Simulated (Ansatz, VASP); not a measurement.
One calculation of PtSe, two programs

The input POSCAR:

```
PtSe
1.0
    0.0000000000      3.0374472300      3.0374472300
    3.0374472300      0.0000000000      3.0374472300
    3.0374472300      3.0374472300      0.0000000000
Pt Se
1 1
Direct
    0.0000000000      0.0000000000      0.0000000000
    0.2500000000      0.2500000000      0.2500000000
```

The input INCAR.step1:

```
SYSTEM = PtSe
ALGO     = Normal         ! electronic algorithm
EDIFF    = 1E-4           ! SCF threshold, eV
ENCUT    = 520            ! plane-wave cutoff, eV
GGA      = PE             ! functional
ISMEAR   = -1             ! smearing method
LASPH    = .True.         ! aspherical terms in the spheres
LCHARG   = .False.        ! write CHGCAR
LDAU     = .True.         ! DFT+U
LDAUJ    = 0 0          
LDAUL    = 2 -1           ! shell
LDAUTYPE = 2            
LDAUU    = 4 0            ! U, eV
LMAXMIX  = 4              ! l up to which the mixer works
LREAL    = .False.        ! projectors in reciprocal space
LWAVE    = .True.         ! write WAVECAR
NBANDS   = 15             ! bands
NELM     = 150            ! most SCF steps
PREC     = Accurate       ! precision mode
SIGMA    = 0.05           ! smearing width, eV
```

File INCAR.step2:

```
SYSTEM = PtSe
ALGO     = Normal         ! electronic algorithm
EDIFF    = 1E-6           ! SCF threshold, eV
ENCUT    = 520            ! plane-wave cutoff, eV
ISIF     = 2              ! what is computed and relaxed
ISMEAR   = -1             ! smearing method
ISTART   = 1            
LASPH    = .True.         ! aspherical terms in the spheres
LCHARG   = .True.         ! write CHGCAR
LDAU     = .True.         ! DFT+U
LDAUJ    = 0 0          
LDAUL    = 2 -1           ! shell
LDAUPRINT= 1            
LDAUTYPE = 2            
LDAUU    = 4 0            ! U, eV
LELF     = .True.         ! ELF
LMAXMIX  = 4              ! l up to which the mixer works
LMIXTAU  = .True.       
LREAL    = .False.        ! projectors in reciprocal space
LVHAR    = .True.       
LWAVE    = .False.        ! write WAVECAR
METAGGA  = R2SCAN         ! meta-GGA
NBANDS   = 15             ! bands
NELM     = 150            ! most SCF steps
PREC     = Accurate       ! precision mode
SIGMA    = 0.05           ! smearing width, eV
```

File KPOINTS:

```
k-points
0
Gamma
  8 8 8
  0 0 0
```

input.yaml

```yaml
crystal:
  lattice:
    - [0.0, 3.03744723, 3.03744723]
    - [3.03744723, 0.0, 3.03744723]
    - [3.03744723, 3.03744723, 0.0]
  atoms:
    - { symbol: Pt, position: [0.0, 0.0, 0.0] }
    - { symbol: Se, position: [0.25, 0.25, 0.25] }
hamiltonian:
  xc: r2scan
  pseudopotentials: { kind: paw }
  hubbard: { sites: [{ species: Pt, l: d, u_eff: 4.0 }] }
kpoints:
  mp_grid: { grid: [8, 8, 8] }
scf:
  occupations: { method: fermi_dirac, width: 0.05 }
  n_extra_bands: 6
output:
  forces: true
  stress: true
  eigenvalues: true
  dos: { projected: true, de: 0.05, nscf_kmesh: { grid: [12, 12, 12] } }
```

Alike in both runs: functional r2SCAN; k mesh 8 × 8 × 8; occupations fermi-dirac, width 0.05 eV; no spin polarisation; Hubbard terms Pt d U = 4.0 eV.

|  | VASP | Ansatz |
| --- | --- | --- |
| version | VASP 6.6.1 | Ansatz 0.2.0 |
| potentials or method | VASP PAW PBE potentials, release 64 (Pt, Se) | Ansatz PAW |
| plane-wave cutoff (eV) | 520 | 500 |
| valence electrons in the cell | 16 | 34 |
| task | single point | projected density of states |

Ansatz gave:

```
gap on the k mesh at the Fermi level (eV) : none
pressure (GPa)                            : -13.2
```

**Question.** Estimate VASP's values.

**Answer.** gap on the k mesh at the Fermi level (eV): none; pressure (GPa): -14.4.

VASP's potentials were made for PBE, not for r2SCAN. The programs project onto different local orbitals, so the same U acts differently, and such runs can settle in different states. A gap of «none» marks a metal or a gap that the smearing closes. VASP's potentials hold 16 valence electrons a cell and Ansatz's 34, so a difference there can come from the potentials and not from the codes.

Neither program's run includes spin-orbit coupling.
